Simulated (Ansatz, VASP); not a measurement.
# Two plane-wave programs on HfCrSe4

INCAR

```
SYSTEM = HfCrSe4
ALGO     = Normal         ! electronic algorithm
EDIFF    = 1E-6           ! SCF threshold, eV
ENCUT    = 520            ! plane-wave cutoff, eV
GGA      = PS             ! functional
ISIF     = 2              ! what is computed and relaxed
ISMEAR   = 1              ! smearing method
LASPH    = .True.         ! aspherical terms in the spheres
LCHARG   = .False.        ! write CHGCAR
LREAL    = .False.        ! projectors in reciprocal space
LWAVE    = .False.        ! write WAVECAR
NBANDS   = 32             ! bands
NELM     = 100            ! most SCF steps
PREC     = Accurate       ! precision mode
SIGMA    = 0.025          ! smearing width, eV
```

The input KPOINTS:

```
k-points
0
Gamma
  3 5 3
  0 0 0
```

File POSCAR:

```
HfCrSe4
1.0
    6.0801940000      0.0000000000      0.0000000000
    0.0000000000      3.6570870000      0.0000000000
    0.0000000000      0.0000000000      6.1798690000
Se Cr Hf
4 1 1
Direct
    0.2500000000      0.0000000000      0.3300000000
    0.7500000000      0.0000000000      0.6700000000
    0.2500000000      0.5000000000      0.8300000000
    0.7500000000      0.5000000000      0.1700000000
    0.0000000000      0.0000000000      0.0000000000
    0.0000000000      0.5000000000      0.5000000000
```

Input for Ansatz:

```yaml
crystal:
  lattice:
    - [6.080194, 0.0, 0.0]
    - [0.0, 3.657087, 0.0]
    - [0.0, 0.0, 6.179869]
  atoms:
    - { symbol: Se, position: [0.25, 0.0, 0.33] }
    - { symbol: Se, position: [0.75, 0.0, 0.67] }
    - { symbol: Cr, position: [0.0, 0.0, 0.0] }
    - { symbol: Se, position: [0.25, 0.5, 0.83] }
    - { symbol: Se, position: [0.75, 0.5, 0.17] }
    - { symbol: Hf, position: [0.0, 0.5, 0.5] }
  symmetry: { tolerance: 0.0003 }
kpoints:
  mp_grid: { grid: [3, 5, 3], shift: [0, 0, 0] }
magnetization:
  spin_polarized: false
scf:
  occupations: { method: methfessel_paxton, width: 0.025 }
hamiltonian:
  pseudopotentials: { kind: paw }
  xc: pbesol
basis:
  ecutwfc: 420
  ecutrho_ratio: 12
output:
  forces: true
  stress: true
  eigenvalues: true
```

Alike in both runs: task single point; functional PBEsol; k mesh 3 × 5 × 3; occupations methfessel-paxton of order 1, width 0.025 eV; no spin polarisation.

|  | VASP | Ansatz |
| --- | --- | --- |
| version | VASP 6.6.1 | Ansatz 0.2.0 |
| potentials or method | VASP PAW PBE potentials, release 64 (Se, Cr_pv, Hf_pv), cutoff 520 eV | PAW plane waves |
| valence electrons in the cell | 46 | 104 |

Ansatz gave:

* gap on the k mesh at the Fermi level (eV): none
* pressure (GPa): -3.2
* rms of the force components (eV/Å): 0.635

**Question.** What did VASP give for the same quantities?

**Answer.** gap on the k mesh at the Fermi level (eV): none; pressure (GPa): -3.3; rms of the force components (eV/Å): 0.628.

VASP's potentials were made for PBE, not for PBEsol. A gap of «none» marks a metal or a gap that the smearing closes. With one functional, cell and mesh, what is left measures potentials, basis and numerics. VASP's potentials hold 46 valence electrons a cell and Ansatz's 104, so a difference there can come from the potentials and not from the codes.

Spin-orbit coupling is off throughout.
